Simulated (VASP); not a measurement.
Set up this calculation in VASP 6.6.1, as the native input.

| Quantity | Value |
| --- | --- |
| Task | relaxation of the atoms |
| Functional | PBE |
| Potentials or basis | VASP PAW PBE potentials, release 64 (Li_sv, F, H) |
| Cutoff | 520 eV |
| k mesh | 2 × 2 × 2 |
| Occupations | gaussian, width 0.02 eV |
| Spin | collinear spin |
| Starting moments | [0.0, 0.0, 0.0, 0.0, 0.0, 0.0, 0.0, 0.0, 0.0, 0.0, 0.0, 0.0, 0.0, 0.0, 0.0, 0.0, 1.0] μB |
| Dipole correction | no |
| Further INCAR settings | LREAL = Auto; ALGO = Normal; EDIFF = 1e-07; IBRION = 2; EDIFFG = -0.02; NSW = 80 |

The structure of Li8HF8 (a cell with a defect) lies in POSCAR:

```
Li8HF8
1.0
   -4.0681815568      4.0681815568      0.0000000000
    0.0000000000      4.0681815568     -4.0681815568
   -4.0681815568      0.0000000000     -4.0681815568
Li F H
8 8 1
Direct
    0.0000000000      0.0000000000      0.5000000000
    0.0000000000      0.5000000000      0.5000000000
    0.0000000000      0.0000000000      0.0000000000
    0.0000000000      0.5000000000      0.0000000000
    0.5000000000      0.0000000000      0.5000000000
    0.5000000000      0.5000000000      0.5000000000
    0.5000000000      0.0000000000      0.0000000000
    0.5000000000      0.5000000000      0.0000000000
    0.2500000000      0.7500000000      0.7500000000
    0.2500000000      0.2500000000      0.7500000000
    0.2500000000      0.7500000000      0.2500000000
    0.2500000000      0.2500000000      0.2500000000
    0.7500000000      0.7500000000      0.7500000000
    0.7500000000      0.2500000000      0.7500000000
    0.7500000000      0.7500000000      0.2500000000
    0.7500000000      0.2500000000      0.2500000000
    0.1266329249      0.1026243164      0.6167217124
```

This cell differs from its parent crystal: with an interstitial atom.

The input as run:

INCAR

```
PREC = Accurate ; ENCUT = 520
EDIFF = 1E-7 ; ISMEAR = 0
SIGMA = 0.02 ; LREAL = Auto
LASPH = True ; NELM = 150
ALGO = Normal ; ISIF = 2
LWAVE = False ; LCHARG = False
ISPIN = 2 ; MAGMOM = 0 0 0 0 0 0 0 0 0 0 0 0 0 0 0 0 1
LORBIT = 11 ; GGA = PE
IBRION = 2 ; NSW = 80
EDIFFG = -0.02 ; KPAR = 2
```

KPOINTS

```
regular mesh
0
Gamma
  2 2 2
```

Potentials or basis: VASP PAW PBE potentials, release 64 (Li_sv, F, H).

The run is started by

```bash
$ cat potpaw_PBE.64/Li_sv/POTCAR potpaw_PBE.64/F/POTCAR potpaw_PBE.64/H/POTCAR > POTCAR
$ mpirun -np 2 vasp_std > vasp.out
```

Results of the run:

```json
{"Energy gained by relaxing": "28.7 meV/atom", "Ionic steps": "13", "Largest force after relaxing": "0.020 eV/Å", "Band gap on the k mesh": "1.59 eV", "Net moment": "1.00 μB per cell", "Site moments": "Li +0.01, +0.00 (each value once); F +0.07, +0.00 (each value once); H +0.35 μB", "Valence electrons inside the program's atomic spheres": "Li 2.06, 2.07 (each value once); F 6.13, 6.14 (each value once); H 0.49"}
```

Caveat: the k points lie up to 0.67 Å⁻¹ apart; the cell differs from its parent crystal (with an interstitial atom).

Run time: 13 min on 2 MPI ranks on Intel(R) Xeon(R) Platinum 8488C (Sapphire Rapids), with other jobs on the host, peak memory 0.42 GiB a rank.
